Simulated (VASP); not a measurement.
Ti5H, 6 atoms in the cell. The cell holds a slab with vacuum, 6 atoms: a = 2.938 Å, b = 2.938 Å, c = 24.712 Å, α = 90.00°, β = 90.00°, γ = 120.00°. 

* Program: VASP 6.6.1
* Task: single point
* Functional: PBE
* Potentials or basis: VASP PAW PBE potentials, release 64 (Ti_sv, H)
* Cutoff: 520 eV
* k mesh: 9 × 9 × 1
* Occupations: gaussian, width 0.1 eV
* Spin: no spin polarisation
* Dipole correction: yes
* Further INCAR settings: ALGO = Normal; EDIFF = 1e-06; NBANDS = 40

Potentials or basis: VASP PAW PBE potentials, release 64 (Ti_sv, H).

The run is started by

```console
$ cat potpaw_PBE.64/Ti_sv/POTCAR potpaw_PBE.64/H/POTCAR > POTCAR
$ mpirun -np 1 vasp_std > vasp.out
```

Hardware: 1 thread of Intel(R) Xeon(R) 6975P-C (Granite Rapids), on a shared host.

Task: Estimate the wall time of this run.

Result: Wall time 6.3 min on 1 thread of Intel(R) Xeon(R) 6975P-C (Granite Rapids), with other jobs on the host, peak memory 0.44 GiB. Counts: scf iterations 32, k points 41.
